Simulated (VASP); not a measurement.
Input of a VASP 6.6.1 run:

File POSCAR:

```
Na2S
1.0
    0.0000000000      3.2554286299      3.2554286299
    3.2554286299      0.0000000000      3.2554286299
    3.2554286299      3.2554286299      0.0000000000
Na S
2 1
Direct
    0.2500000000      0.2500000000      0.2500000000
    0.7500000000      0.7500000000      0.7500000000
    0.0000000000      0.0000000000      0.0000000000
```

INCAR.step1

```
ALGO = Normal ; EDIFF = 1E-5
ENCUT = 400 ; GGA = PE
GGA_COMPAT = F ; ISIF = 2
ISMEAR = 0 ; LASPH = T
LCHARG = F ; LREAL = F
LWAVE = T ; NBANDS = 17
NELM = 120 ; PREC = Accurate
SIGMA = 0.01
```

The input INCAR.step2:

```
AEXX = 0.75 ; ALGO = Normal
EDIFF = 1E-6 ; ENCUT = 400
GGA = PE ; GGA_COMPAT = F
HFSCREEN = 0.5 ; ISIF = 2
ISMEAR = 0 ; ISTART = 1
LASPH = T ; LCHARG = F
LHFCALC = T ; LREAL = F
LWAVE = F ; NBANDS = 17
NELM = 120 ; PREC = Accurate
PRECFOCK = Normal ; SIGMA = 0.01
```

The input KPOINTS:

```
k-points
0
Gamma
  4 4 4
```

Potentials or basis: VASP PAW PBE potentials, release 64 (Na_pv, S).

The run is started by

```console
$ cat potpaw_PBE.64/Na_pv/POTCAR potpaw_PBE.64/S/POTCAR > POTCAR
$ cp INCAR.step1 INCAR
$ mpirun -np 1 vasp_std > vasp.out
$ cp INCAR.step2 INCAR
$ mpirun -np 1 vasp_std > vasp.out
```

(1) What does it give for the band gap on the k mesh?

(2) What does it give for the pressure?

Results:

(1) 4.02 eV.

(2) -0.6 GPa.

Caveat: the PAW data sets were made with another functional, which shifts forces and pressure a little.
